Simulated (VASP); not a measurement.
# Si (I4_1/amd) in VASP: further runs, part 2 of 2

VASP 6.6.1. Earlier steps stand in the parts before.

**5. Single point, LDA (equal xx and yy strain of -2 %)**

Contents of INCAR:

```
PREC = Accurate ; ENCUT = 520
EDIFF = 1E-6 ; ISMEAR = -1
SIGMA = 0.08 ; LREAL = F
LASPH = T ; NELM = 60
ALGO = Normal ; ISIF = 2
LWAVE = F ; LCHARG = F
GGA = CA ; NBANDS = 11
```

Contents of KPOINTS:

```
Automatic mesh
0
Gamma
  11 11 11
```

Contents of POSCAR:

```
Si
1.0
    0.0000000000      2.6611606000      2.7154700000
    2.6611606000      0.0000000000      2.7154700000
    2.6611606000      2.6611606000      0.0000000000
Si
2
Direct
    0.5000000000      0.5000000000      0.5000000000
    0.7500000000      0.7500000000      0.7500000000
```

Potentials or basis: VASP PAW LDA potentials, release 64 (Si).

Run with:

```bash
$ cat potpaw_LDA.64/Si/POTCAR > POTCAR
$ mpirun -np 1 vasp_std > vasp.out
```

OUTCAR:

```text
PREC = Accurate
   ENCUT = 520
   EDIFF = 1E-6
   ISMEAR = -1
   LREAL = F
   LASPH = T
   NELM = 60
   ISIF = 2
   GGA = CA

 ion  position               nearest neighbor table
   1  0.500  0.500  0.500-   2 2.32   2 2.32   2 2.32   2 2.32
   2  0.750  0.750  0.750-   1 2.32   1 2.32   1 2.32   1 2.32

  LATTYP: Found a body centered tetragonal cell.
 ALAT       =     3.7634494122
 C/A-ratio  =     1.4430750636

  Lattice vectors:

 A1 = (  -2.6611606000,   0.0000000000,   2.7154700000)
 A2 = (   2.6611606000,   0.0000000000,   2.7154700000)
 A3 = (   0.0000000000,   2.6611606000,  -2.7154700000)

Analysis of symmetry for initial positions (statically):
=====================================================================
 Subroutine PRICEL returns:
 Original cell was already a primitive cell.

 Routine SETGRP: Setting up the symmetry group for a
 body centered tetragonal supercell.

 Subroutine GETGRP returns: Found 16 space group operations
 (whereof  8 operations were pure point group operations)
 out of a pool of 16 trial point group operations.

The static configuration has the point symmetry D_2d.
 The point group associated with its full space group is D_4h.

Analysis of symmetry for dynamics (positions and initial velocities):
=====================================================================
 Subroutine PRICEL returns:
 Original cell was already a primitive cell.

 Routine SETGRP: Setting up the symmetry group for a
 body centered tetragonal supercell.

 Subroutine GETGRP returns: Found 16 space group operations
 (whereof  8 operations were pure point group operations)
 out of a pool of 16 trial point group operations.

The dynamic configuration has the point symmetry D_2d.
 The point group associated with its full space group is D_4h.

 Subroutine INISYM returns: Found 16 space group operations
 (whereof  8 operations are pure point group operations),
 and found     1 'primitive' translations
[... 119 lines left out ...]
   LORBIT       =      0    0 simple, 1 ext, 2 COOP (PROOUT), +10 PAW based schemes
   GGA     = CA    functional components
   LHFCALC =     F    Hartree Fock is set to
   AEXX    =    0.0000 exact exchange contribution
   IVDW    =     0    specifies the selected vdW correction
   LEPSILON=     F    determine dielectric tensor
   LRPA    =     F    only Hartree local field effects (RPA)
 non-spin polarized calculation
  energy-cutoff  :      520.00
  volume of cell :       38.46
 maximum number of plane-waves:      1047
   NGX = 15   NGY = 15   NGZ = 13

 number of electron       8.0000001 magnetization

 Free energy of the ion-electron system (eV)
  ---------------------------------------------------
  ext. energy  EPLUGINS =         0.00000000
  ---------------------------------------------------
  free energy    TOTEN  =       -11.90895764 eV

  energy without entropy =      -11.90812828  energy(sigma->0) =      -11.90854296

 E-fermi :   6.3720     XC(G=0):  -9.7585

 val. band max:        6.2373587404   @ k =   0.0000   0.0000   0.0000
 cond. band min:       6.5468054262   @ k =   0.4545   0.0000   0.4545
 fundamental gap:      0.3094466858
 Fermi energy:         6.3719666776

 k-point     1 :       0.0000    0.0000    0.0000
  band No.  band energies     occupation
      1      -6.0486      2.00000
      2       6.0900      1.94277
      3       6.2374      1.68650
      4       6.2374      1.68650
      5       8.7075      0.00000
      6       8.7075      0.00000
      7       8.7775      0.00000
      8       9.8583      0.00000
      9      13.7425      0.00000
     10      14.0403      0.00000
     11      14.1273      0.00000
[... 309 lines left out ...]
 k-point    24 :      -0.1818    0.1818    0.0000
  band No.  band energies     occupation
      1      -4.8710      2.00000
      2       2.0371      2.00000
      3       3.2950      2.00000
      4       5.5848      1.99989
      5       9.3270      0.00000
      6       9.9336      0.00000
      7      10.1195      0.00000
      8      11.8695      0.00000
      9      12.2709      0.00000
     10      16.5769      0.00000
     11      16.7667      0.00000

 [... further k-points ...]

------------------------ aborting loop because EDIFF is reached ----------------------------------------

  FORCE on cell =-STRESS in cart. coord.  units (eV):
  Direction    XX          YY          ZZ          XY          YZ          ZX
  --------------------------------------------------------------------------------------
  -------------------------------------------------------------------------------------
  Total        0.7611630      0.7611630      0.2834543      0.0000000     -0.0000000      0.0000000
  in kB       31.7081634     31.7081634     11.8080036      0.0000000     -0.0000000      0.0000000
  external PRESSURE =      25.0747768 kB  Pullay stress =       0.0000000 kB

 VOLUME and BASIS-vectors are now :
 -----------------------------------------------------------------------------
  energy-cutoff  :      520.00
  volume of cell :       38.46
      direct lattice vectors                 reciprocal lattice vectors
     0.000000000  2.661160600  2.715470000    -0.187887946  0.187887946  0.184130187
     2.661160600  0.000000000  2.715470000     0.187887946 -0.187887946  0.184130187
     2.661160600  2.661160600  0.000000000     0.187887946  0.187887946 -0.184130187

 POSITION                                       TOTAL-FORCE (eV/Angst)
 -----------------------------------------------------------------------------------
      2.66116      2.66116      2.71547        -0.000000     -0.000000      0.000000
      3.99174      3.99174      4.07320         0.000000      0.000000     -0.000000
 -----------------------------------------------------------------------------------
    total drift:                                0.000000      0.000000     -0.000000

  FREE ENERGIE OF THE ION-ELECTRON SYSTEM (eV)
  ---------------------------------------------------
  free  energy   TOTEN  =       -11.9089576350 eV

  energy  without entropy=      -11.9081282831  energy(sigma->0) =      -11.90854296
```

Run time: 26 s. Hardware: 1 thread of Intel Xeon Platinum 8259CL at 2.50GHz (Skylake/Cascade Lake), shared host; peak memory 0.16 GiB.

What came out:

- Free energy: -11.9090 eV
- Pressure: 2.5 GPa
- Band gap on the k mesh: 0.31 eV (least direct gap 2.47 eV)

Caveat: the cell differs from its parent crystal (equal xx and yy strain of -2 %); an odd mesh through Γ misses points on the zone boundary, where band edges can lie.

**6. The runs side by side**

```csv
cell,gap on the mesh (eV),pressure (GPa)
"a = 3.783, b = 3.783, c = 3.840 Å, angles 59.5, 59.5, 61.0°, 2 atoms",0.12,1.4
"a = 3.821, b = 3.821, c = 3.840 Å, angles 59.8, 59.8, 60.3°, 2 atoms",0.37,-0.5
"a = 3.879, b = 3.879, c = 3.840 Å, angles 60.3, 60.3, 59.3°, 2 atoms",0.42,-3.2
"a = 3.802, b = 3.802, c = 3.763 Å, angles 60.3, 60.3, 59.3°, 2 atoms",0.31,2.5
```

Alike in all rows: task single point; level LDA; potentials or basis VASP PAW LDA potentials, release 64 (Si); no spin polarisation; k mesh 11 × 11 × 11; cutoff (eV) 520; smearing fermi-dirac 0.08 eV.

Caveats: an odd mesh through Γ misses points on the zone boundary, where band edges can lie; the cell stands under tension (at least some runs).

Absolute energies hang on the potentials; compare differences alone.
